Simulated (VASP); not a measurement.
# HfB (Fm-3m) in VASP: single point with PBE-based screened hybrid

Aim: the single point of HfB with PBE-based screened hybrid.

Everything below comes from runs of VASP 6.6.1. Logs are shortened: lines on timing, memory, paths and dates and some standing lists are left out, and cuts for length are marked.

### Step 1. The cell of the first run

The structure is cubic, space group Fm-3m (No. 225). Conventional cell: a = 4.620 Å, b = 4.620 Å, c = 4.620 Å, α = 90.00°, β = 90.00°, γ = 90.00°. Hf (site symmetry m-3m) has 6 B at 2.31 Å within 3.1 Å. B (site symmetry m-3m) has 6 Hf at 2.31 Å within 3.1 Å.

### Step 2. Single point, PBE-based screened hybrid

The input, POSCAR:

```
HfB
1.0
    0.0000000000      2.3100005622      2.3100005622
    2.3100005622      0.0000000000      2.3100005622
    2.3100005622      2.3100005622      0.0000000000
Hf B
1 1
Direct
    0.5000000000      0.5000000000      0.5000000000
    0.0000000000      0.0000000000      0.0000000000
```

The input, INCAR.step1:

```
  PREC = Accurate
  ENCUT = 520
  EDIFF = 1E-5
  ISMEAR = 0
  SIGMA = 0.05
  LREAL = False
  LASPH = True
  NELM = 60
  ALGO = Normal
  ISIF = 2
  LWAVE = True
  LCHARG = False
  NBANDS = 14
  GGA = PE
```

The input, INCAR.step2:

```
  PREC = Accurate
  ENCUT = 520
  EDIFF = 1E-7
  ISMEAR = 0
  SIGMA = 0.05
  LREAL = False
  LASPH = True
  NELM = 60
  ALGO = Normal
  ISIF = 2
  LWAVE = False
  LCHARG = False
  GGA = PE
  LHFCALC = True
  AEXX = 0.15
  HFSCREEN = 0.20787
  PRECFOCK = Normal
  NBANDS = 14
  ISTART = 1
```

The input, KPOINTS:

```
regular mesh
0
Gamma
  6 6 6
```

Potentials or basis: VASP PAW PBE potentials, release 64 (Hf_pv, B).

Command:

```sh
$ cat potpaw_PBE.64/Hf_pv/POTCAR potpaw_PBE.64/B/POTCAR > POTCAR
$ cp INCAR.step1 INCAR
$ mpirun -np 1 vasp_std > vasp.out
$ cp INCAR.step2 INCAR
$ mpirun -np 1 vasp_std > vasp.out
```

OUTCAR:

```text
PREC = Accurate
   ENCUT = 520
   EDIFF = 1E-7
   ISMEAR = 0
   LREAL = False
   LASPH = True
   NELM = 60
   ISIF = 2
   GGA = PE
   LHFCALC = True
   AEXX = 0.15
   HFSCREEN = 0.20787
   PRECFOCK = Normal
   ISTART = 1

 ion  position               nearest neighbor table
   1  0.500  0.500  0.500-   2 2.31   2 2.31   2 2.31   2 2.31   2 2.31   2 2.31
   2  0.000  0.000  0.000-   1 2.31   1 2.31   1 2.31   1 2.31   1 2.31   1 2.31

  LATTYP: Found a face centered cubic cell.
 ALAT       =     4.6200011244

  Lattice vectors:

 A1 = (   0.0000000000,   2.3100005622,   2.3100005622)
 A2 = (   2.3100005622,   0.0000000000,   2.3100005622)
 A3 = (   2.3100005622,   2.3100005622,   0.0000000000)

Analysis of symmetry for initial positions (statically):
=====================================================================
 Subroutine PRICEL returns:
 Original cell was already a primitive cell.

 Routine SETGRP: Setting up the symmetry group for a
 face centered cubic supercell.

 Subroutine GETGRP returns: Found 48 space group operations
[... 9 lines left out ...]

 Routine SETGRP: Setting up the symmetry group for a
 face centered cubic supercell.

 Subroutine GETGRP returns: Found 48 space group operations
[... 11 lines left out ...]
                                     Primitive cell

  volume of cell :      24.6528

  direct lattice vectors                    reciprocal lattice vectors
     0.000000000  2.310000562  2.310000562    -0.216450164  0.216450164  0.216450164
     2.310000562  0.000000000  2.310000562     0.216450164 -0.216450164  0.216450164
     2.310000562  2.310000562  0.000000000     0.216450164  0.216450164 -0.216450164

  length of vectors
     3.266834124  3.266834124  3.266834124     0.374902681  0.374902681  0.374902681

  position of ions in fractional coordinates (direct lattice)
     0.500000000  0.500000000  0.500000000
     0.000000000  0.000000000  0.000000000

  ion indices of the primitive-cell ions
   primitive index   ion index
                 1           1
                 2           2

----------------------------------------------------------------------------------------

 KPOINTS: regular mesh

Automatic generation of k-mesh.
 Grid dimensions read from file:
 generate k-points for:    6    6    6

 Generating k-lattice:

  Cartesian coordinates                     Fractional coordinates (reciprocal lattice)
    -0.036075027  0.036075027  0.036075027     0.166666667  0.000000000  0.000000000
     0.036075027 -0.036075027  0.036075027     0.000000000  0.166666667  0.000000000
     0.036075027  0.036075027 -0.036075027     0.000000000  0.000000000  0.166666667

  Length of vectors
     0.062483780  0.062483780  0.062483780

  Shift w.r.t. Gamma in fractional coordinates (k-lattice)
     0.000000000  0.000000000  0.000000000

 Subroutine IBZKPT returns following result:
 ===========================================

 Found     16 irreducible k-points:

 Following reciprocal coordinates:
            Coordinates               Weight
  0.000000  0.000000  0.000000      1.000000
  0.166667  0.000000  0.000000      8.000000
  0.333333  0.000000  0.000000      8.000000
  0.500000  0.000000  0.000000      4.000000
  0.166667  0.166667  0.000000      6.000000
  0.333333  0.166667  0.000000     24.000000
[... 8 lines left out ...]
 -0.333333  0.333333  0.166667     24.000000
 -0.333333  0.500000  0.166667     12.000000
   k-points           NKPTS =     16   k-points in BZ     NKDIM =    216   number of bands    NBANDS=     14
   number of dos      NEDOS =    301   number of ions     NIONS =      2
   total plane-waves  NPLWV =  13824
   dimension x,y,z NGX =    24 NGY =   24 NGZ =   24
   dimension x,y,z NGXF=    48 NGYF=   48 NGZF=   48
   ions per type =               1   1
   NGX,Y,Z   is equivalent  to a cutoff of  12.21, 12.21, 12.21 a.u.
   NGXF,Y,Z  is equivalent  to a cutoff of  24.43, 24.43, 24.43 a.u.
 SYSTEM =  unknown system
   PREC   = accura    normal or accurate (medium, high low for compatibility)
   ISTART =      1    job   : 0-new  1-cont  2-samecut
   ICHARG =      0    charge: 1-file 2-atom 10-const
   ISPIN  =      1    spin polarized calculation?
   LNONCOLLINEAR =      F non collinear calculations
   LSORBIT =      F    spin-orbit coupling
   LASPH  =      T    aspherical Exc in radial PAW
   ENCUT  =  520.0 eV  38.22 Ry    6.18 a.u.   6.07  6.07  6.07*2*pi/ulx,y,z
   NELM   =     60;   NELMIN=  2; NELMDL=  0     # of ELM steps
   EDIFF  = 0.1E-06   stopping-criterion for ELM
   LREAL  =      F    real-space projection
   EDIFFG = 0.1E-05   stopping-criterion for IOM
   NSW    =      0    number of steps for IOM
   IBRION =     -1    ionic relax: 0-MD 1-quasi-New 2-CG
   NFREE  =      0    steps in history (QN), initial steepest desc. (CG)
   ISIF   =      2    stress and relaxation
   ISYM   =      3    0-nonsym 1-usesym 2-fastsym
   POTIM  = 0.5000    time-step for ionic-motion
   TEBEG  =    0.0;   TEEND  =   0.0 temperature during run
   PSTRESS=    0.0 pullay stress
   NELECT =      13.0000    total number of electrons
   NUPDOWN=      -1.0000    fix difference up-down
   EMIN   =  10.00;   EMAX   =-10.00  energy-range for DOS
   EFERMI =   0.00;   METHOD = LEGACY
   ISMEAR =     0;   SIGMA  =   0.05  broadening in eV -4-tet -1-fermi 0-gaus
   EFERMI_NEDOS =   21; number of points for ismear=-14 and -15
   IALGO  =     38    algorithm
   IMIX   =      1    mixing-type and parameters
     AMIX     =   0.40;   BMIX     =  1.00
     AMIX_MAG =   1.60;   BMIX_MAG =  1.00
  volume/ion in A,a.u.               =      12.33        83.18
  Fermi-wavevector in a.u.,A,eV,Ry     =   1.322616  2.499382 23.800860  1.749314
  Thomas-Fermi vector in A             =   2.452284
   LORBIT       =      0    0 simple, 1 ext, 2 COOP (PROOUT), +10 PAW based schemes
   GGA     = PE    functional components
   LHFCALC =     T    Hartree Fock is set to
   PRECFOCK=normal    Normal, Fast or Accurate (Low or Medium for compatibility)
   ENCUT4O =  -1.0   cutoff for four orbital integrals eV
   NKREDX  =     1    reduce k-point grid by
   NKREDY  =     1    reduce k-point grid by
   NKREDZ  =     1    reduce k-point grid by
   AEXX    =    0.1500 exact exchange contribution
   HFSCREEN=    0.2079 screening length (either q_TF or 0.3 A-1)
   HFSCREENC=   0.2079 screening length for correlation (either q_TF or 0.3 A-1)
   ENCUTFOCK=  -1.0 apply spherical cutoff to Coloumb kernel
   IVDW    =     0    specifies the selected vdW correction
   LEPSILON=     F    determine dielectric tensor
   LRPA    =     F    only Hartree local field effects (RPA)
 non-spin polarized calculation
 Gauss-broadening in eV      SIGMA  =   0.05
  energy-cutoff  :      520.00
  volume of cell :       24.65
 maximum number of plane-waves:       680
  NGX = 20; NGY = 20; NGZ = 20

 number of electron      13.0000002 magnetization

 Free energy of the ion-electron system (eV)
  ---------------------------------------------------
  ext. energy  EPLUGINS =         0.00000000
  ---------------------------------------------------
  free energy    TOTEN  =       -18.43122264 eV

  energy without entropy =      -18.42744415  energy(sigma->0) =      -18.42933339

 E-fermi :   4.7205     XC(G=0): -10.9634

 val. band max:        4.7168480168   @ k =   0.5000   0.3333   0.1667
 cond. band min:       5.3683213694   @ k =   0.1667   0.0000   0.0000
 fundamental gap:      0.6514733526
 Fermi energy:         4.7205335970

 k-point     1 :       0.0000    0.0000    0.0000
  band No.  band energies     occupation
      1     -24.5876      2.00000
      2     -24.5876      2.00000
      3     -24.5876      2.00000
      4      -5.4457      2.00000
      5       7.5581      0.00000
      6       7.5581      0.00000
      7       7.5581      0.00000
      8       9.3028      0.00000
      9       9.3028      0.00000
     10       9.3028      0.00000
     11       9.5634      0.00000
     12       9.5634      0.00000
     13      17.1661      0.00000
     14      18.7020      0.00000

 k-point     2 :       0.1667    0.0000    0.0000
  band No.  band energies     occupation
      1     -24.7967      2.00000
      2     -24.6070      2.00000
      3     -24.6070      2.00000
      4      -4.6169      2.00000
      5       5.3683      0.00000
      6       6.0880      0.00000
      7       6.0880      0.00000
      8       8.6126      0.00000
      9       8.6126      0.00000
     10      10.1761      0.00000
     11      13.3296      0.00000
     12      13.3296      0.00000
     13      19.1009      0.00000
     14      19.4925      0.00000

 k-point     3 :       0.3333    0.0000    0.0000
  band No.  band energies     occupation
      1     -25.1928      2.00000
      2     -24.6455      2.00000
      3     -24.6455      2.00000
      4      -2.5596      2.00000
      5       2.5389      2.00000
      6       4.1525      2.00000
      7       4.1525      2.00000
      8      10.5557      0.00000
      9      10.5557      0.00000
     10      11.1596      0.00000
     11      17.5119      0.00000
     12      17.5654      0.00000
     13      17.5654      0.00000
     14      21.1077      0.00000
[... 188 lines left out ...]
 k-point    15 :      -0.3333    0.3333    0.1667
  band No.  band energies     occupation
      1     -25.1947      2.00000
      2     -24.9869      2.00000
      3     -24.7867      2.00000
      4      -0.9374      2.00000
      5       1.7489      2.00000
      6       3.5307      2.00000
      7       4.3254      2.00000
      8      10.5997      0.00000
      9      10.9798      0.00000
     10      13.2596      0.00000
     11      15.6742      0.00000
     12      17.2055      0.00000
     13      19.6498      0.00000
     14      21.1069      0.00000

 k-point    16 :      -0.3333    0.5000    0.1667
  band No.  band energies     occupation
      1     -25.2009      2.00000
      2     -24.9775      2.00000
      3     -24.8680      2.00000
      4      -1.6434      2.00000
      5       3.4939      2.00000
      6       3.5494      2.00000
      7       4.4378      2.00000
      8       9.3762      0.00000
      9      12.4625      0.00000
     10      13.3815      0.00000
     11      13.5537      0.00000
     12      16.4651      0.00000
     13      21.0103      0.00000
     14      21.1710      0.00000

------------------------ aborting loop because EDIFF is reached ----------------------------------------

  FORCE on cell =-STRESS in cart. coord.  units (eV):
  Direction    XX          YY          ZZ          XY          YZ          ZX
  --------------------------------------------------------------------------------------
  -------------------------------------------------------------------------------------
  Total        4.4653621      4.4653621      4.4653621      0.0000000     -0.0000000      0.0000000
  in kB      290.2024077    290.2024077    290.2024077      0.0000000     -0.0000000      0.0000000
  external PRESSURE =     290.2024077 kB  Pullay stress =       0.0000000 kB

 VOLUME and BASIS-vectors are now :
 -----------------------------------------------------------------------------
  energy-cutoff  :      520.00
  volume of cell :       24.65
      direct lattice vectors                 reciprocal lattice vectors
     0.000000000  2.310000562  2.310000562    -0.216450164  0.216450164  0.216450164
     2.310000562  0.000000000  2.310000562     0.216450164 -0.216450164  0.216450164
     2.310000562  2.310000562  0.000000000     0.216450164  0.216450164 -0.216450164

 POSITION                                       TOTAL-FORCE (eV/Angst)
 -----------------------------------------------------------------------------------
      2.31000      2.31000      2.31000        -0.000000     -0.000000      0.000000
      0.00000      0.00000      0.00000         0.000000      0.000000     -0.000000
 -----------------------------------------------------------------------------------
    total drift:                               -0.000000     -0.000000     -0.000000

  FREE ENERGIE OF THE ION-ELECTRON SYSTEM (eV)
  ---------------------------------------------------
  free  energy   TOTEN  =       -18.4312226426 eV

  energy  without entropy=      -18.4274441457  energy(sigma->0) =      -18.42933339
```

Run time: 32 min. Hardware: 1 thread of AMD EPYC 7R13, shared host; peak memory 0.23 GiB.

Results:

* Free energy: -18.4312 eV
* Pressure: 29.0 GPa

Levels at points of the mesh, in eV from the Fermi level:
```
           k point  band 4  band 5  band 6  band 7  band 8  band 9  band 10  band 11
(0.00, 0.00, 0.00)  -10.17    2.84    2.84    2.84    4.58    4.58     4.58     4.84
(0.50, 0.00, 0.00)   -5.19   -4.34   -1.25   -1.25    7.40    7.40     8.50     9.13
(0.50, 0.50, 0.00)   -7.14   -0.94   -0.88    2.82    2.82    6.97     8.82     8.82
```

Caveat: the k points lie up to 0.39 Å⁻¹ apart; the PAW data sets were made with another functional, which shifts forces and pressure a little; spin-orbit coupling is left out, which moves the levels of the heavy elements.
